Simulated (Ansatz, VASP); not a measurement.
# One calculation of Al2O, two programs

```
CELL_PARAMETERS angstrom
-1.38139 1.38139 4.77996
1.38139 -1.38139 4.77996
1.38139 1.38139 -4.77996
ATOMIC_POSITIONS crystal
Al 0.35823 0.35823 0.00000
Al 0.64177 0.64177 0.00000
O 0.00000 0.00000 0.00000
```

Change from the starting cell: species swapped into the BeAu2 type (I4/mmm, No. 139).

Alike in both runs: task relaxation of cell and atoms; functional PBE; k mesh 8 × 8 × 8; occupations gaussian, width 0.1 eV; no spin polarisation.

|  | VASP | Ansatz |
| --- | --- | --- |
| version | VASP 6.6.1 | Ansatz 0.2.0 |
| potentials or method | VASP PAW PBE potentials, release 64 (Al, O), cutoff 600 eV | scalar-relativistic, plane waves, PAW |
| valence electrons in the cell | 12 | 12 |

VASP gave:

| Quantity | Value |
| --- | --- |
| gap on the k mesh at the Fermi level, each at its own relaxed structure (eV) | none |
| relaxed volume (Å³/atom) | 12.18 |
| relaxed cell length with the largest relative difference (Å) | 5.019 |

Task: Which values does Ansatz return?

Result: gap on the k mesh at the Fermi level, each at its own relaxed structure (eV): none; relaxed volume (Å³/atom): 12.21; relaxed cell length with the largest relative difference (Å): 5.027.

A gap of «none» marks a metal or a gap that the smearing closes.

The k mesh is coarse, so the values compare programs but aren't converged.
